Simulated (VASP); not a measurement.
Sn, 16 atoms in the cell. The typed cell holds 16 atoms: a = 9.373 Å, b = 9.373 Å, c = 9.373 Å, α = 60.00°, β = 60.00°, γ = 60.00°.  This cell differs from its parent crystal: dynamics (nvt langevin) at 1500 K, volume x 1.04, from the last frame before.

* Program: VASP 6.6.1
* Task: single point
* Functional: PBEsol
* Potentials or basis: VASP PAW PBE potentials, release 64 (Sn_d)
* Cutoff: 520 eV
* k mesh: 2 × 2 × 2, shifted
* Occupations: fermi-dirac, width 0.1293 eV
* Spin: no spin polarisation
* Dipole correction: no
* Further INCAR settings: LREAL = Auto; ALGO = Normal; EDIFF = 1e-06; NBANDS = 126

Potentials or basis: VASP PAW PBE potentials, release 64 (Sn_d).

Launch:

```sh
$ cat potpaw_PBE.64/Sn_d/POTCAR > POTCAR
$ mpirun -np 1 vasp_std > vasp.out
```

Hardware: 1 thread of Intel(R) Xeon(R) Platinum 8259CL CPU @ 2.50GHz (Skylake/Cascade Lake), with other jobs on the host.

Problem. Estimate the wall time of this run.

Solution. It took 29 min on 1 thread of Intel(R) Xeon(R) Platinum 8259CL CPU @ 2.50GHz (Skylake/Cascade Lake) (shared host), peak memory 1.1 GiB. Counts: scf iterations 14, k points 16.
